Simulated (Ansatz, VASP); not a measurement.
**Two plane-wave programs on Cd**

```
Cd
1.0
     1.49348    2.58678    0.00000
    -4.53295    2.61710    0.00000
     0.00000    0.00000    5.89742
Cd
4
Direct
  0.50000 0.17005 0.25000
  0.00000 0.67005 0.25000
  0.50000 0.82995 0.75000
  0.00000 0.32995 0.75000
```

Alike in both runs: functional PBE; k mesh 12 × 8 × 8; occupations gaussian, width 0.1 eV; no spin polarisation.

Ansatz relaxed the structure, and its values are those at the end. VASP's run is a single point on that final structure, the one shown.

|  | VASP | Ansatz |
| --- | --- | --- |
| version | VASP 6.6.1 | Ansatz 0.2.0 |
| potentials or method | VASP PAW PBE potentials, release 64 (Cd), cutoff 520 eV | scalar-relativistic, plane waves, PAW |
| valence electrons in the cell | 48 | 80 |

```tsv
	VASP	Ansatz	Ansatz less VASP
gap on the k mesh at the Fermi level (eV)	none	none	-
pressure (GPa)	0.3	0.0	-0.28
```

A gap of «none» marks a metal or a gap that the smearing closes. The functional is the same, so the differences come from potentials, cutoffs and numerics. VASP's potentials hold 48 valence electrons a cell and Ansatz's 80, so a difference there can come from the potentials and not from the codes.
